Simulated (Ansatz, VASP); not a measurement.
# AlH5: VASP beside Ansatz

INCAR

```
SYSTEM = AlH5
PREC = Accurate ; ENCUT = 600
EDIFF = 1E-7 ; ISMEAR = 0
SIGMA = 0.1 ; LREAL = .False.
LASPH = .True. ; NELM = 100
ALGO = Normal ; ISIF = 3
LWAVE = .False. ; LCHARG = .False.
GGA = PE ; IBRION = 2
NSW = 100 ; EDIFFG = -0.01
```

KPOINTS

```
regular mesh
0
Gamma
  14 14 14
  0 0 0
```

POSCAR

```
AlH5
1.0
    0.0000000000      2.4700050849      2.4700050849
    2.4700050849      0.0000000000      2.4700050849
    2.4700050849      2.4700050849      0.0000000000
Al H
1 5
Direct
    0.0000000000      0.0000000000      0.0000000000
    0.7500000000      0.7500000000      0.7500000000
    0.3806254856      0.3806254856      0.8581235432
    0.3806254856      0.8581235432      0.3806254856
    0.3806254856      0.3806254856      0.3806254856
    0.8581235432      0.3806254856      0.3806254856
```

Input for Ansatz:

```yaml
crystal:
  lattice:
    - [0.0, 2.4700050849, 2.4700050849]
    - [2.4700050849, 0.0, 2.4700050849]
    - [2.4700050849, 2.4700050849, 0.0]
  atoms:
    - { symbol: Al, position: [0.0, 0.0, 0.0] }
    - { symbol: H, position: [0.75, 0.75, 0.75] }
    - { symbol: H, position: [0.3806254856, 0.3806254856, 0.8581235432] }
    - { symbol: H, position: [0.3806254856, 0.8581235432, 0.3806254856] }
    - { symbol: H, position: [0.3806254856, 0.3806254856, 0.3806254856] }
    - { symbol: H, position: [0.8581235432, 0.3806254856, 0.3806254856] }
basis:
  ecutwfc: 420
kpoints:
  mp_grid: { grid: [14, 14, 14] }
hamiltonian:
  xc: pbe
scf:
  occupations: { method: gaussian, width: 0.1 }
output:
  forces: true
  stress: true
  eigenvalues: true
relax:
  adjacent_minimum: "off"
  f_tol: 0.01
  max_steps: 80
  cell: { stress_tol: 0.05 }
```

Change from the starting cell: species swapped into the ZrNi5 type (F-43m, No. 216).

Alike in both runs: task relaxation of cell and atoms; functional PBE; k mesh 14 × 14 × 14; occupations gaussian, width 0.1 eV; no spin polarisation.

|  | VASP | Ansatz |
| --- | --- | --- |
| version | VASP 6.6.1 | Ansatz 0.2.0 |
| potentials or method | VASP PAW PBE potentials, release 64 (Al, H), cutoff 600 eV | scalar-relativistic, plane waves, PAW |
| valence electrons in the cell | 8 | 8 |

```tsv
	VASP	Ansatz	Ansatz less VASP
gap on the k mesh at the Fermi level, each at its own relaxed structure (eV)	none	none	-
relaxed volume (Å³/atom)	4.99	4.99	+0.007
relaxed length of the cell vector where the two differ most in proportion (Å)	3.485	3.486	+0.0016
```

A gap of «none» marks a metal or a gap that the smearing closes.
